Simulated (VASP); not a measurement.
Set up this calculation in VASP 6.6.1, as the native input.

| Item | Value |
| --- | --- |
| Task | single point |
| Functional | LDA |
| Potentials or basis | VASP PAW LDA potentials, release 64 (Sc_sv, F) |
| Cutoff | 520 eV |
| k mesh | 6 × 6 × 6 |
| Occupations | gaussian, width 0.05 eV |
| Spin | no spin polarisation |
| Dipole correction | no |
| Further INCAR settings | ALGO = Normal; EDIFF = 1e-06; NBANDS = 24 |

The structure of ScF3 lies in POSCAR:

```
ScF3
1.0
    3.8869779045      0.0000000000      0.0000000000
    0.0000000000      3.8869779045      0.0000000000
    0.0000000000      0.0000000000      4.2756756949
Sc F
1 3
Direct
    0.0000000000      0.0000000000      0.0000000000
    0.5000000000      0.0000000000      0.0000000000
    0.0000000000      0.5000000000      0.0000000000
    0.0000000000      0.0000000000      0.5000000000
```

This cell differs from its parent crystal: ratio of the length along z to the lengths across it x 1.1, volume and fractional coordinates fixed.

The input as run:

INCAR

```
SYSTEM = ScF3
ALGO     = Normal         ! electronic algorithm
EDIFF    = 1E-6           ! SCF threshold, eV
ENCUT    = 520            ! plane-wave cutoff, eV
ISIF     = 2              ! what is computed and relaxed
ISMEAR   = 0              ! smearing method
LASPH    = .TRUE.         ! aspherical terms in the spheres
LCHARG   = .FALSE.        ! write CHGCAR
LREAL    = .FALSE.        ! projectors in reciprocal space
LWAVE    = .FALSE.        ! write WAVECAR
NBANDS   = 24             ! bands
NELM     = 100            ! most SCF steps
PREC     = Accurate       ! precision mode
SIGMA    = 0.05           ! smearing width, eV
```

KPOINTS

```
k-points
0
G
  6 6 6
  0 0 0
```

Potentials or basis: VASP PAW LDA potentials, release 64 (Sc_sv, F).

Run with:

```console
$ cat potpaw_LDA.64/Sc_sv/POTCAR potpaw_LDA.64/F/POTCAR > POTCAR
$ mpirun -np 1 vasp_std > vasp.out
```

Results of the run:

```yaml
Pressure: -0.4 GPa
Band_gap_on_the_k_mesh: 5.84 eV, indirect (least direct gap 6.01 eV)
```

Run time: 34 s on 1 thread of Intel(R) Xeon(R) 6975P-C (Granite Rapids) (shared host), peak memory 0.17 GiB.
